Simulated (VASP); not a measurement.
# ZrP2 (Pnma) in VASP: single point with LDA

Aim: the single point of ZrP2 with LDA.

All numbers are computed with VASP 6.6.1; they aren't measurements. Logs are shortened: lines on timing, memory, paths and dates and some standing lists are left out, and cuts for length are marked.

## 1. The cell of the first run

The structure is orthorhombic, space group Pnma (No. 62). Conventional cell: a = 6.379 Å, b = 3.461 Å, c = 8.676 Å, α = 90.00°, β = 90.00°, γ = 90.00°. Zr (site symmetry m) has 9 P at 2.67 to 2.77 Å and 4 Zr at 3.46 to 3.53 Å within 3.6 Å. Within 3.7 Å of P (site symmetry m) lie 5 Zr at 2.68 to 2.77 Å and 13 P at 2.69 to 3.70 Å. P (site symmetry m) has 4 P at 2.35 to 2.69 Å and 4 Zr at 2.67 to 2.71 Å within 3.1 Å.

## 2. Single point, LDA

INCAR

```
SYSTEM = ZrP2
PREC = Accurate ; ENCUT = 500
EDIFF = 1E-6 ; ISMEAR = 0
SIGMA = 0.1 ; LREAL = .FALSE.
LASPH = .TRUE. ; NELM = 120
ALGO = Normal ; ISIF = 2
LWAVE = .FALSE. ; LCHARG = .TRUE.
LELF = .TRUE. ; LVHAR = .TRUE.
NBANDS = 56 ; GGA_COMPAT = .FALSE.
```

KPOINTS

```
regular mesh
0
G
  6 10 4
  0 0 0
```

POSCAR

```
ZrP2
1.0
    6.3793794211      0.0000000000      0.0000000000
    0.0000000000      3.4605720273      0.0000000000
    0.0000000000      0.0000000000      8.6763035182
Zr P
4 8
Direct
    0.2773248479      0.2500000000      0.1633911265
    0.2226751521      0.7500000000      0.6633911265
    0.7773248479      0.2500000000      0.3366088735
    0.7226751521      0.7500000000      0.8366088735
    0.9033889390      0.2500000000      0.6424815297
    0.5966110610      0.7500000000      0.1424815297
    0.4033889390      0.2500000000      0.8575184703
    0.0966110610      0.7500000000      0.3575184703
    0.8872449639      0.2500000000      0.0397140678
    0.6127550361      0.7500000000      0.5397140678
    0.3872449639      0.2500000000      0.4602859322
    0.1127550361      0.7500000000      0.9602859322
```

Potentials or basis: VASP PAW LDA potentials, release 64 (Zr_sv, P).

Command:

```console
cat potpaw_LDA.64/Zr_sv/POTCAR potpaw_LDA.64/P/POTCAR > POTCAR
mpirun -np 1 vasp_std > vasp.out
```

OUTCAR:

```text
SYSTEM = ZrP2
   PREC = Accurate
   ENCUT = 500
   EDIFF = 1E-6
   ISMEAR = 0
   LREAL = .FALSE.
   LASPH = .TRUE.
   NELM = 120
   ISIF = 2

 ion  position               nearest neighbor table
   1  0.277  0.250  0.163-  11 2.67   8 2.68   8 2.68   6 2.68   6 2.68  12 2.68  12 2.68   9 2.71
                             7 2.77   3 3.53   3 3.53
   2  0.223  0.750  0.663-  12 2.67   7 2.68   7 2.68   5 2.68   5 2.68  11 2.68  11 2.68  10 2.71
                             8 2.77   4 3.53   4 3.53
   3  0.777  0.250  0.337-   9 2.67   6 2.68   6 2.68   8 2.68   8 2.68  10 2.68  10 2.68  11 2.71
                             5 2.77   1 3.53   1 3.53
   4  0.723  0.750  0.837-  10 2.67   5 2.68   5 2.68   7 2.68   7 2.68   9 2.68   9 2.68  12 2.71
                             6 2.77   2 3.53   2 3.53
   5  0.903  0.250  0.642-   4 2.68   4 2.68   2 2.68   2 2.68  10 2.69  10 2.69   3 2.77
   6  0.597  0.750  0.142-   3 2.68   3 2.68   1 2.68   1 2.68   9 2.69   9 2.69   4 2.77
   7  0.403  0.250  0.858-   2 2.68   2 2.68   4 2.68   4 2.68  12 2.69  12 2.69   1 2.77
   8  0.097  0.750  0.358-   1 2.68   1 2.68   3 2.68   3 2.68  11 2.69  11 2.69   2 2.77
   9  0.887  0.250  0.040-  12 2.35  12 2.35   3 2.67   4 2.68   4 2.68   6 2.69   6 2.69   1 2.71

  10  0.613  0.750  0.540-  11 2.35  11 2.35   4 2.67   3 2.68   3 2.68   5 2.69   5 2.69   2 2.71

  11  0.387  0.250  0.460-  10 2.35  10 2.35   1 2.67   2 2.68   2 2.68   8 2.69   8 2.69   3 2.71

  12  0.113  0.750  0.960-   9 2.35   9 2.35   2 2.67   1 2.68   1 2.68   7 2.69   7 2.69   4 2.71

  LATTYP: Found a simple orthorhombic cell.
 ALAT       =     3.4605720273
 B/A-ratio  =     1.8434465085
 C/A-ratio  =     2.5071876701

  Lattice vectors:

 A1 = (   0.0000000000,  -3.4605720273,   0.0000000000)
 A2 = (   6.3793794211,   0.0000000000,   0.0000000000)
 A3 = (   0.0000000000,   0.0000000000,   8.6763035182)

Analysis of symmetry for initial positions (statically):
=====================================================================
 Subroutine PRICEL returns:
 Original cell was already a primitive cell.

 Routine SETGRP: Setting up the symmetry group for a
 simple orthorhombic supercell.

 Subroutine GETGRP returns: Found  8 space group operations
 (whereof  2 operations were pure point group operations)
 out of a pool of  8 trial point group operations.

The static configuration has the point symmetry S_2 .
 The point group associated with its full space group is D_2h.

Analysis of symmetry for dynamics (positions and initial velocities):
=====================================================================
 Subroutine PRICEL returns:
 Original cell was already a primitive cell.

 Routine SETGRP: Setting up the symmetry group for a
 simple orthorhombic supercell.

 Subroutine GETGRP returns: Found  8 space group operations
 (whereof  2 operations were pure point group operations)
 out of a pool of  8 trial point group operations.

The dynamic configuration has the point symmetry S_2 .
 The point group associated with its full space group is D_2h.

 Subroutine INISYM returns: Found  8 space group operations
 (whereof  2 operations are pure point group operations),
 and found     1 'primitive' translations

----------------------------------------------------------------------------------------

                                     Primitive cell

  volume of cell :     191.5407

  direct lattice vectors                    reciprocal lattice vectors
     6.379379421  0.000000000  0.000000000     0.156755059  0.000000000  0.000000000
     0.000000000  3.460572027  0.000000000     0.000000000  0.288969567  0.000000000
     0.000000000  0.000000000  8.676303518     0.000000000  0.000000000  0.115256457

  length of vectors
     6.379379421  3.460572027  8.676303518     0.156755059  0.288969567  0.115256457

  position of ions in fractional coordinates (direct lattice)
     0.277324848  0.250000000  0.163391127
     0.222675152  0.750000000  0.663391127
     0.777324848  0.250000000  0.336608873
     0.722675152  0.750000000  0.836608873
     0.903388939  0.250000000  0.642481530
     0.596611061  0.750000000  0.142481530
     0.403388939  0.250000000  0.857518470
     0.096611061  0.750000000  0.357518470
     0.887244964  0.250000000  0.039714068
     0.612755036  0.750000000  0.539714068
     0.387244964  0.250000000  0.460285932
     0.112755036  0.750000000  0.960285932

  ion indices of the primitive-cell ions
   primitive index   ion index
                 1           1
[... 25 lines left out ...]
     0.000000000  0.000000000  0.028814114     0.000000000  0.000000000  0.250000000

  Length of vectors
     0.026125843  0.028896957  0.028814114

  Shift w.r.t. Gamma in fractional coordinates (k-lattice)
     0.000000000  0.000000000  0.000000000

 Subroutine IBZKPT returns following result:
 ===========================================

 Found     72 irreducible k-points:

 Following reciprocal coordinates:
            Coordinates               Weight
  0.000000  0.000000  0.000000      1.000000
  0.166667  0.000000  0.000000      2.000000
  0.333333  0.000000  0.000000      2.000000
  0.500000  0.000000  0.000000      1.000000
  0.000000  0.100000  0.000000      2.000000
  0.166667  0.100000  0.000000      4.000000
[... 16 lines left out ...]
  0.333333  0.500000  0.000000      2.000000
  0.500000  0.500000  0.000000      1.000000
 [... further k-points ...]
   k-points           NKPTS =     72   k-points in BZ     NKDIM =     72   number of bands    NBANDS=     56
   number of dos      NEDOS =    301   number of ions     NIONS =     12
   total plane-waves  NPLWV =  86016
   dimension x,y,z NGX =    48 NGY =   28 NGZ =   64
   dimension x,y,z NGXF=    96 NGYF=   56 NGZF=  128
   ions per type =               4   8
   NGX,Y,Z   is equivalent  to a cutoff of  12.51, 13.45, 12.26 a.u.
   NGXF,Y,Z  is equivalent  to a cutoff of  25.02, 26.90, 24.53 a.u.
 SYSTEM =  ZrP2
   PREC   = accura    normal or accurate (medium, high low for compatibility)
   ISTART =      0    job   : 0-new  1-cont  2-samecut
   ICHARG =      2    charge: 1-file 2-atom 10-const
   ISPIN  =      1    spin polarized calculation?
   LNONCOLLINEAR =      F non collinear calculations
   LSORBIT =      F    spin-orbit coupling
   LASPH  =      T    aspherical Exc in radial PAW
   ENCUT  =  500.0 eV  36.75 Ry    6.06 a.u.  11.63  6.31 15.82*2*pi/ulx,y,z
   NELM   =    120;   NELMIN=  2; NELMDL= -5     # of ELM steps
   EDIFF  = 0.1E-05   stopping-criterion for ELM
   LREAL  =      F    real-space projection
   EDIFFG = 0.1E-04   stopping-criterion for IOM
   NSW    =      0    number of steps for IOM
   IBRION =     -1    ionic relax: 0-MD 1-quasi-New 2-CG
   NFREE  =      0    steps in history (QN), initial steepest desc. (CG)
   ISIF   =      2    stress and relaxation
   ISYM   =      2    0-nonsym 1-usesym 2-fastsym
   POTIM  = 0.5000    time-step for ionic-motion
   TEBEG  =    0.0;   TEEND  =   0.0 temperature during run
   PSTRESS=    0.0 pullay stress
   NELECT =      88.0000    total number of electrons
   NUPDOWN=      -1.0000    fix difference up-down
   EMIN   =  10.00;   EMAX   =-10.00  energy-range for DOS
   EFERMI =   0.00;   METHOD = LEGACY
   ISMEAR =     0;   SIGMA  =   0.10  broadening in eV -4-tet -1-fermi 0-gaus
   EFERMI_NEDOS =   21; number of points for ismear=-14 and -15
   IALGO  =     38    algorithm
   IMIX   =      4    mixing-type and parameters
     AMIX     =   0.40;   BMIX     =  1.00
     AMIX_MAG =   1.60;   BMIX_MAG =  1.00
  volume/ion in A,a.u.               =      15.96       107.72
  Fermi-wavevector in a.u.,A,eV,Ry     =   1.263229  2.387156 21.711458  1.595747
  Thomas-Fermi vector in A             =   2.396596
   LORBIT       =      0    0 simple, 1 ext, 2 COOP (PROOUT), +10 PAW based schemes
   GGA     = CA    functional components
   LHFCALC =     F    Hartree Fock is set to
   AEXX    =    0.0000 exact exchange contribution
   IVDW    =     0    specifies the selected vdW correction
   LEPSILON=     F    determine dielectric tensor
   LRPA    =     F    only Hartree local field effects (RPA)
 non-spin polarized calculation
 Gauss-broadening in eV      SIGMA  =   0.10
  energy-cutoff  :      500.00
  volume of cell :      191.54
 maximum number of plane-waves:      4896
 NGX is ok and might be reduce to    48
   NGX = 23   NGY = 13   NGZ = 31

 number of electron      87.9999996 magnetization

 Free energy of the ion-electron system (eV)
  ---------------------------------------------------
  ext. energy  EPLUGINS =         0.00000000
  ---------------------------------------------------
  free energy    TOTEN  =       -98.79049695 eV

  energy without entropy =      -98.78063380  energy(sigma->0) =      -98.78556537

 E-fermi :  10.4251     XC(G=0): -11.7542

 val. band max:       10.4168578032   @ k =   0.5000   0.0000   0.5000
 cond. band min:      10.4303894699   @ k =   0.5000   0.0000   0.0000
 fundamental gap:      0.0135316667
 Fermi energy:        10.4250583583

 k-point     1 :       0.0000    0.0000    0.0000
  band No.  band energies     occupation
      1     -38.3032      2.00000
      2     -38.3009      2.00000
      3     -38.2850      2.00000
      4     -38.2847      2.00000
      5     -16.7697      2.00000
      6     -16.7310      2.00000
[... 1405 lines left out ...]
     55      13.7605      0.00000
     56      13.7605      0.00000

 [... further k-points ...]

------------------------ aborting loop because EDIFF is reached ----------------------------------------

  FORCE on cell =-STRESS in cart. coord.  units (eV):
  Direction    XX          YY          ZZ          XY          YZ          ZX
  --------------------------------------------------------------------------------------
  -------------------------------------------------------------------------------------
  Total        0.1368153      0.0645118      0.1590030     -0.0000000      0.0000000      0.0000000
  in kB        1.1444164      0.5396207      1.3300100     -0.0000000      0.0000000      0.0000000
  external PRESSURE =       1.0046824 kB  Pullay stress =       0.0000000 kB

 VOLUME and BASIS-vectors are now :
 -----------------------------------------------------------------------------
  energy-cutoff  :      500.00
  volume of cell :      191.54
      direct lattice vectors                 reciprocal lattice vectors
     6.379379421  0.000000000  0.000000000     0.156755059  0.000000000  0.000000000
     0.000000000  3.460572027  0.000000000     0.000000000  0.288969567  0.000000000
     0.000000000  0.000000000  8.676303518     0.000000000  0.000000000  0.115256457

 POSITION                                       TOTAL-FORCE (eV/Angst)
 -----------------------------------------------------------------------------------
      1.76916      0.86514      1.41763        -0.002376     -0.000000     -0.002957
      1.42053      2.59543      5.75578         0.002376     -0.000000     -0.002957
      4.95885      0.86514      2.92052        -0.002376      0.000000      0.002957
      4.61022      2.59543      7.25867         0.002376     -0.000000      0.002957
      5.76306      0.86514      5.57436        -0.004270      0.000000     -0.004521
      3.80601      2.59543      1.23621         0.004270      0.000000     -0.004521
      2.57337      0.86514      7.44009        -0.004270      0.000000      0.004521
      0.61632      2.59543      3.10194         0.004270      0.000000      0.004521
      5.66007      0.86514      0.34457         0.020474      0.000000     -0.010620
      3.90900      2.59543      4.68272        -0.020474      0.000000     -0.010620
      2.47038      0.86514      3.99358         0.020474      0.000000      0.010620
      0.71931      2.59543      8.33173        -0.020474      0.000000      0.010620
 -----------------------------------------------------------------------------------
    total drift:                               -0.000000     -0.000000      0.000000

  FREE ENERGIE OF THE ION-ELECTRON SYSTEM (eV)
  ---------------------------------------------------
  free  energy   TOTEN  =       -98.7904969473 eV

  energy  without entropy=      -98.7806337990  energy(sigma->0) =      -98.78556537
```

Wall time 19 min (1 thread of Intel Xeon 8259CL, shared host); peak memory 0.58 GiB.

What came out:

- Free energy: -98.7905 eV
- Pressure: 0.1 GPa
- Largest force: 0.023 eV/Å
- Band gap on the k mesh: zero (bands 44 and 45 overlap by 0.47 eV)

Forces on the atoms (eV/Å):
```
Zr  -0.002  0.000 -0.003
Zr   0.002  0.000 -0.003
Zr  -0.002  0.000  0.003
Zr   0.002  0.000  0.003
P   -0.004  0.000 -0.005
P    0.004  0.000 -0.005
P   -0.004  0.000  0.005
P    0.004  0.000  0.005
P    0.020  0.000 -0.011
P   -0.020  0.000 -0.011
P    0.020  0.000  0.011
P   -0.020  0.000  0.011
```

Levels at points of the mesh, in eV from the Fermi level:
```tsv
k point	band 42	band 43	band 44	band 45	band 46	band 47
(0.00, 0.00, 0.00)	-1.11	-0.98	-0.22	0.02	0.65	0.70
(0.50, 0.00, 0.00)	-0.80	0.01	0.01	0.09	0.09	0.71
(0.00, 0.50, 0.00)	-2.05	-1.92	-1.92	0.68	0.68	1.46
(0.50, 0.50, 0.00)	-1.91	-1.91	-1.91	1.24	1.24	1.24
(0.00, 0.00, 0.50)	-1.36	-0.26	-0.26	0.07	0.07	0.97
(0.50, 0.00, 0.50)	-0.93	-0.01	-0.01	0.18	0.18	0.29
(0.00, 0.50, 0.50)	-1.80	-1.40	-1.40	1.03	1.03	1.06
(0.50, 0.50, 0.50)	-2.05	-2.05	-2.05	1.84	1.84	1.84
```
